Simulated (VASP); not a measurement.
# GaP (I-4m2) in VASP: a series of runs

Runs on GaP. Level: PBE. Tasks: single point.

Program: VASP 6.6.1. These are calculated values, not measurements. Logs are shortened: lines on timing, memory, paths and dates and some standing lists are left out, and cuts for length are marked.

## 1. The cell of the first run

It takes space group I-4m2 (No. 119, tetragonal). Conventional cell: a = 4.326 Å, b = 4.326 Å, c = 4.326 Å, α = 90.00°, β = 90.00°, γ = 90.00°. Within 3.2 Å of Ga (site symmetry -4m2) lie 4 P at 2.42 Å. P (site symmetry -4m2) has 4 Ga at 2.42 Å within 3.2 Å.

## 2. Single point, PBE

File INCAR:

```
PREC = Accurate
ENCUT = 520
EDIFF = 1E-6
ISMEAR = 0
SIGMA = 0.05
LREAL = False
LASPH = True
NELM = 60
ALGO = Normal
ISIF = 2
LWAVE = False
LCHARG = False
GGA = PE
NBANDS = 16
```

File KPOINTS:

```
regular mesh
0
Gamma
  10 10 10
```

File POSCAR:

```
GaP
1.0
    0.0000000000      3.0591436934      2.1628145913
    3.0591436934      0.0000000000      2.1628145913
    3.0591436934      3.0591436934      0.0000000000
Ga P
1 1
Direct
    0.0000000000      0.0000000000      0.0000000000
    0.7500000000      0.7500000000      0.7500000000
```

Potentials or basis: VASP PAW PBE potentials, release 64 (Ga_d, P).

On the command line:

```sh
cat potpaw_PBE.64/Ga_d/POTCAR potpaw_PBE.64/P/POTCAR > POTCAR
mpirun -np 1 vasp_std > vasp.out
```

OUTCAR:

```text
PREC = Accurate
   ENCUT = 520
   EDIFF = 1E-6
   ISMEAR = 0
   LREAL = False
   LASPH = True
   NELM = 60
   ISIF = 2
   GGA = PE

 ion  position               nearest neighbor table
   1  0.000  0.000  0.000-   2 2.42   2 2.42   2 2.42   2 2.42
   2  0.750  0.750  0.750-   1 2.42   1 2.42   1 2.42   1 2.42

  LATTYP: Found a body centered tetragonal cell.
 ALAT       =     4.3262825005
 C/A-ratio  =     0.9998489886

  Lattice vectors:

 A1 = (   0.0000000000,  -3.0591436934,  -2.1628145913)
 A2 = (   0.0000000000,   3.0591436934,  -2.1628145913)
 A3 = (   3.0591436934,   0.0000000000,   2.1628145913)

Analysis of symmetry for initial positions (statically):
=====================================================================
 Subroutine PRICEL returns:
 Original cell was already a primitive cell.

 Routine SETGRP: Setting up the symmetry group for a
 body centered tetragonal supercell.

 Subroutine GETGRP returns: Found  8 space group operations
 (whereof  8 operations were pure point group operations)
 out of a pool of 16 trial point group operations.

The static configuration has the point symmetry D_2d.

Analysis of symmetry for dynamics (positions and initial velocities):
=====================================================================
 Subroutine PRICEL returns:
 Original cell was already a primitive cell.

 Routine SETGRP: Setting up the symmetry group for a
 body centered tetragonal supercell.

 Subroutine GETGRP returns: Found  8 space group operations
 (whereof  8 operations were pure point group operations)
 out of a pool of 16 trial point group operations.

The dynamic configuration has the point symmetry D_2d.

 Subroutine INISYM returns: Found  8 space group operations
 (whereof  8 operations are pure point group operations),
 and found     1 'primitive' translations

----------------------------------------------------------------------------------------

                                     Primitive cell

  volume of cell :      40.4808

  direct lattice vectors                    reciprocal lattice vectors
     0.000000000  3.059143693  2.162814591    -0.163444431  0.163444431  0.231180242
     3.059143693  0.000000000  2.162814591     0.163444431 -0.163444431  0.231180242
     3.059143693  3.059143693  0.000000000     0.163444431  0.163444431 -0.231180242

  length of vectors
     3.746481962  3.746481962  4.326282500     0.326913548  0.326913548  0.326913548

  position of ions in fractional coordinates (direct lattice)
     0.000000000  0.000000000  0.000000000
     0.750000000  0.750000000  0.750000000

  ion indices of the primitive-cell ions
   primitive index   ion index
                 1           1
                 2           2

----------------------------------------------------------------------------------------

 KPOINTS: regular mesh

Automatic generation of k-mesh.
 Grid dimensions read from file:
 generate k-points for:   10   10   10

 Generating k-lattice:

  Cartesian coordinates                     Fractional coordinates (reciprocal lattice)
    -0.016344443  0.016344443  0.023118024     0.100000000  0.000000000  0.000000000
     0.016344443 -0.016344443  0.023118024     0.000000000  0.100000000  0.000000000
     0.016344443  0.016344443 -0.023118024    -0.000000000 -0.000000000  0.100000000

  Length of vectors
     0.032691355  0.032691355  0.032691355

  Shift w.r.t. Gamma in fractional coordinates (k-lattice)
     0.000000000  0.000000000  0.000000000

 Subroutine IBZKPT returns following result:
 ===========================================

 Found    102 irreducible k-points:

 Following reciprocal coordinates:
            Coordinates               Weight
  0.000000  0.000000  0.000000      1.000000
  0.100000  0.000000  0.000000      8.000000
  0.200000  0.000000  0.000000      8.000000
  0.300000  0.000000  0.000000      8.000000
  0.400000  0.000000  0.000000      8.000000
  0.500000  0.000000  0.000000      4.000000
[... 16 lines left out ...]
  0.300000  0.300000  0.000000      2.000000
  0.400000  0.300000  0.000000      8.000000
 [... further k-points ...]
   k-points           NKPTS =    102   k-points in BZ     NKDIM =    102   number of bands    NBANDS=     16
   number of dos      NEDOS =    301   number of ions     NIONS =      2
   total plane-waves  NPLWV =  25088
   dimension x,y,z NGX =    28 NGY =   28 NGZ =   32
   dimension x,y,z NGXF=    56 NGYF=   56 NGZF=   64
   ions per type =               1   1
   NGX,Y,Z   is equivalent  to a cutoff of  12.42, 12.42, 12.30 a.u.
   NGXF,Y,Z  is equivalent  to a cutoff of  24.85, 24.85, 24.59 a.u.
 SYSTEM =  unknown system
   PREC   = accura    normal or accurate (medium, high low for compatibility)
   ISTART =      0    job   : 0-new  1-cont  2-samecut
   ICHARG =      2    charge: 1-file 2-atom 10-const
   ISPIN  =      1    spin polarized calculation?
   LNONCOLLINEAR =      F non collinear calculations
   LSORBIT =      F    spin-orbit coupling
   LASPH  =      T    aspherical Exc in radial PAW
   ENCUT  =  520.0 eV  38.22 Ry    6.18 a.u.   6.97  6.97  8.04*2*pi/ulx,y,z
   NELM   =     60;   NELMIN=  2; NELMDL= -5     # of ELM steps
   EDIFF  = 0.1E-05   stopping-criterion for ELM
   LREAL  =      F    real-space projection
   EDIFFG = 0.1E-04   stopping-criterion for IOM
   NSW    =      0    number of steps for IOM
   IBRION =     -1    ionic relax: 0-MD 1-quasi-New 2-CG
   NFREE  =      0    steps in history (QN), initial steepest desc. (CG)
   ISIF   =      2    stress and relaxation
   ISYM   =      2    0-nonsym 1-usesym 2-fastsym
   POTIM  = 0.5000    time-step for ionic-motion
   TEBEG  =    0.0;   TEEND  =   0.0 temperature during run
   PSTRESS=    0.0 pullay stress
   NELECT =      18.0000    total number of electrons
   NUPDOWN=      -1.0000    fix difference up-down
   EMIN   =  10.00;   EMAX   =-10.00  energy-range for DOS
   EFERMI =   0.00;   METHOD = LEGACY
   ISMEAR =     0;   SIGMA  =   0.05  broadening in eV -4-tet -1-fermi 0-gaus
   EFERMI_NEDOS =   21; number of points for ismear=-14 and -15
   IALGO  =     38    algorithm
   IMIX   =      4    mixing-type and parameters
     AMIX     =   0.40;   BMIX     =  1.00
     AMIX_MAG =   1.60;   BMIX_MAG =  1.00
  volume/ion in A,a.u.               =      20.24       136.59
  Fermi-wavevector in a.u.,A,eV,Ry     =   1.249538  2.361284 21.243377  1.561344
  Thomas-Fermi vector in A             =   2.383574
   LORBIT       =      0    0 simple, 1 ext, 2 COOP (PROOUT), +10 PAW based schemes
   GGA     = PE    functional components
   LHFCALC =     F    Hartree Fock is set to
   AEXX    =    0.0000 exact exchange contribution
   IVDW    =     0    specifies the selected vdW correction
   LEPSILON=     F    determine dielectric tensor
   LRPA    =     F    only Hartree local field effects (RPA)
 non-spin polarized calculation
 Gauss-broadening in eV      SIGMA  =   0.05
  energy-cutoff  :      520.00
  volume of cell :       40.48
 maximum number of plane-waves:      1112
   NGX = 13   NGY = 13   NGZ = 17

 number of electron      17.9999999 magnetization

 Free energy of the ion-electron system (eV)
  ---------------------------------------------------
  ext. energy  EPLUGINS =         0.00000000
  ---------------------------------------------------
  free energy    TOTEN  =        -8.66097913 eV

  energy without entropy =       -8.66043297  energy(sigma->0) =       -8.66070605

 E-fermi :   4.8051     XC(G=0):  -9.9693

 val. band max:        4.7746389852   @ k =   0.2000   0.0000   0.0000
 cond. band min:       4.8419523009   @ k =  -0.1000   0.1000   0.0000
 fundamental gap:      0.0673133157
 Fermi energy:         4.8050833529

 k-point     1 :       0.0000    0.0000    0.0000
  band No.  band energies     occupation
      1      -9.9602      2.00000
      2      -9.9602      2.00000
      3      -9.9209      2.00000
      4      -9.8906      2.00000
      5      -9.8468      2.00000
      6      -7.6336      2.00000
[... 8 lines left out ...]
     15      13.2962      0.00000
     16      14.9111      0.00000

 k-point     2 :       0.1000    0.0000    0.0000
  band No.  band energies     occupation
      1      -9.9632      2.00000
      2      -9.9580      2.00000
      3      -9.9201      2.00000
      4      -9.8933      2.00000
      5      -9.8447      2.00000
      6      -7.5010      2.00000
[... 8 lines left out ...]
     15      13.3564      0.00000
     16      14.8376      0.00000

 k-point     3 :       0.2000    0.0000    0.0000
  band No.  band energies     occupation
      1      -9.9742      2.00000
      2      -9.9534      2.00000
      3      -9.9175      2.00000
      4      -9.8979      2.00000
      5      -9.8382      2.00000
      6      -7.1146      2.00000
[... 8 lines left out ...]
     15      13.2758      0.00000
     16      16.0680      0.00000

 k-point     4 :       0.3000    0.0000    0.0000
  band No.  band energies     occupation
      1      -9.9918      2.00000
      2      -9.9495      2.00000
      3      -9.9139      2.00000
      4      -9.8997      2.00000
      5      -9.8280      2.00000
      6      -6.5191      2.00000
[... 8 lines left out ...]
     15      14.4536      0.00000
     16      16.6163      0.00000

 k-point     5 :       0.4000    0.0000    0.0000
  band No.  band energies     occupation
      1     -10.0076      2.00000
      2      -9.9478      2.00000
      3      -9.9113      2.00000
      4      -9.8989      2.00000
      5      -9.8183      2.00000
      6      -5.8501      2.00000
[... 8 lines left out ...]
     15      15.7737      0.00000
     16      16.4930      0.00000

 k-point     6 :       0.5000    0.0000    0.0000
  band No.  band energies     occupation
      1     -10.0139      2.00000
      2      -9.9474      2.00000
      3      -9.9106      2.00000
      4      -9.8981      2.00000
      5      -9.8142      2.00000
      6      -5.4975      2.00000
[... 8 lines left out ...]
     15      15.2490      0.00000
     16      18.0827      0.00000

 k-point     7 :       0.1000    0.1000    0.0000
  band No.  band energies     occupation
      1      -9.9564      2.00000
      2      -9.9564      2.00000
      3      -9.9285      2.00000
      4      -9.9013      2.00000
      5      -9.8417      2.00000
      6      -7.3789      2.00000
[... 8 lines left out ...]
     15      14.3597      0.00000
     16      16.2097      0.00000

 k-point     8 :       0.2000    0.1000    0.0000
  band No.  band energies     occupation
      1      -9.9634      2.00000
      2      -9.9515      2.00000
      3      -9.9309      2.00000
      4      -9.9076      2.00000
      5      -9.8350      2.00000
      6      -7.0066      2.00000
[... 8 lines left out ...]
     15      15.0107      0.00000
     16      17.0617      0.00000

 k-point     9 :       0.3000    0.1000    0.0000
  band No.  band energies     occupation
      1      -9.9852      2.00000
      2      -9.9467      2.00000
      3      -9.9218      2.00000
      4      -9.9108      2.00000
      5      -9.8253      2.00000
      6      -6.4281      2.00000
[... 8 lines left out ...]
     15      15.4678      0.00000
     16      17.1805      0.00000
[... 172 lines left out ...]
 k-point    19 :       0.5000    0.2000    0.0000
  band No.  band energies     occupation
      1     -10.0128      2.00000
      2      -9.9296      2.00000
      3      -9.9253      2.00000
      4      -9.9108      2.00000
      5      -9.8102      2.00000
      6      -5.0765      2.00000
[... 8 lines left out ...]
     15      17.4400      0.00000
     16      17.9560      0.00000

 k-point    20 :      -0.4000    0.2000    0.0000
  band No.  band energies     occupation
      1     -10.0089      2.00000
      2      -9.9296      2.00000
      3      -9.9245      2.00000
      4      -9.9043      2.00000
      5      -9.8156      2.00000
      6      -5.3318      2.00000
[... 8 lines left out ...]
     15      15.6509      0.00000
     16      16.8235      0.00000

 k-point    21 :      -0.3000    0.2000    0.0000
  band No.  band energies     occupation
      1      -9.9980      2.00000
      2      -9.9329      2.00000
      3      -9.9231      2.00000
      4      -9.8980      2.00000
      5      -9.8255      2.00000
      6      -5.9680      2.00000
[... 8 lines left out ...]
     15      13.6014      0.00000
     16      15.4203      0.00000

 k-point    22 :      -0.2000    0.2000    0.0000
  band No.  band energies     occupation
      1      -9.9878      2.00000
      2      -9.9403      2.00000
      3      -9.9201      2.00000
      4      -9.8922      2.00000
      5      -9.8342      2.00000
      6      -6.5658      2.00000
[... 8 lines left out ...]
     15      13.9609      0.00000
     16      14.1345      0.00000

 k-point    23 :       0.3000    0.3000    0.0000
  band No.  band energies     occupation
      1     -10.0019      2.00000
      2      -9.9294      2.00000
      3      -9.9269      2.00000
      4      -9.9269      2.00000
      5      -9.8129      2.00000
      6      -5.5918      2.00000
[... 8 lines left out ...]
     15      14.6214      0.00000
     16      20.1066      0.00000

 k-point    24 :       0.4000    0.3000    0.0000
  band No.  band energies     occupation
      1     -10.0181      2.00000
      2      -9.9367      2.00000
      3      -9.9190      2.00000
      4      -9.9168      2.00000
      5      -9.8063      2.00000
      6      -5.0046      2.00000
[... 8 lines left out ...]
     15      15.6191      0.00000
     16      19.8825      0.00000

 [... further k-points ...]

------------------------ aborting loop because EDIFF is reached ----------------------------------------

  FORCE on cell =-STRESS in cart. coord.  units (eV):
  Direction    XX          YY          ZZ          XY          YZ          ZX
  --------------------------------------------------------------------------------------
  -------------------------------------------------------------------------------------
  Total       -1.1385885     -1.1385885      1.6924176      0.0000000      0.0000000      0.0000000
  in kB      -45.0638537    -45.0638537     66.9836903      0.0000000      0.0000000      0.0000000
  external PRESSURE =      -7.7146724 kB  Pullay stress =       0.0000000 kB

 VOLUME and BASIS-vectors are now :
 -----------------------------------------------------------------------------
  energy-cutoff  :      520.00
  volume of cell :       40.48
      direct lattice vectors                 reciprocal lattice vectors
     0.000000000  3.059143693  2.162814591    -0.163444431  0.163444431  0.231180242
     3.059143693  0.000000000  2.162814591     0.163444431 -0.163444431  0.231180242
     3.059143693  3.059143693  0.000000000     0.163444431  0.163444431 -0.231180242

 POSITION                                       TOTAL-FORCE (eV/Angst)
 -----------------------------------------------------------------------------------
      0.00000      0.00000      0.00000        -0.000000     -0.000000      0.000000
      4.58872      4.58872      3.24422         0.000000      0.000000      0.000000
 -----------------------------------------------------------------------------------
    total drift:                               -0.000003     -0.000003      0.000005

  FREE ENERGIE OF THE ION-ELECTRON SYSTEM (eV)
  ---------------------------------------------------
  free  energy   TOTEN  =        -8.6609791280 eV

  energy  without entropy=       -8.6604329710  energy(sigma->0) =       -8.66070605
```

Run time: 22 s. Hardware: 1 thread of Intel Xeon 6975P-C (Granite Rapids), shared host; peak memory 0.2 GiB.

What came out:

```yaml
Free_energy: -8.6610 eV
Pressure: -0.8 GPa
Band_gap_on_the_k_mesh: zero (band 9 reaches 5.46 eV, above the bottom of band 10 at 4.29 eV)
```

Stress tensor (GPa, compression positive):
```
-4.51  0.00  0.00
 0.00 -4.51  0.00
 0.00  0.00  6.70
```

Levels at points of the mesh, in eV from the Fermi level:
| k point | band 5 | band 6 | band 7 | band 8 | band 9 | band 10 | band 11 | band 12 | band 13 | band 14 |
| --- | --- | --- | --- | --- | --- | --- | --- | --- | --- | --- |
| (0.00, 0.00, 0.00) | -14.65 | -12.44 | -0.58 | -0.58 | 0.66 | 1.02 | 4.11 | 4.83 | 4.83 | 6.95 |
| (0.50, 0.00, 0.00) | -14.62 | -10.30 | -6.53 | -2.16 | -0.51 | 0.37 | 3.53 | 6.40 | 8.65 | 9.88 |
| (0.50, 0.50, 0.00) | -14.60 | -8.76 | -5.23 | -4.00 | -4.00 | -0.15 | 0.80 | 10.26 | 10.26 | 11.93 |
| (0.50, 0.00, 0.50) | -14.64 | -10.02 | -7.39 | -1.64 | -1.42 | 2.65 | 3.20 | 7.64 | 7.64 | 8.57 |

(Part 1 of 2 ends here.)
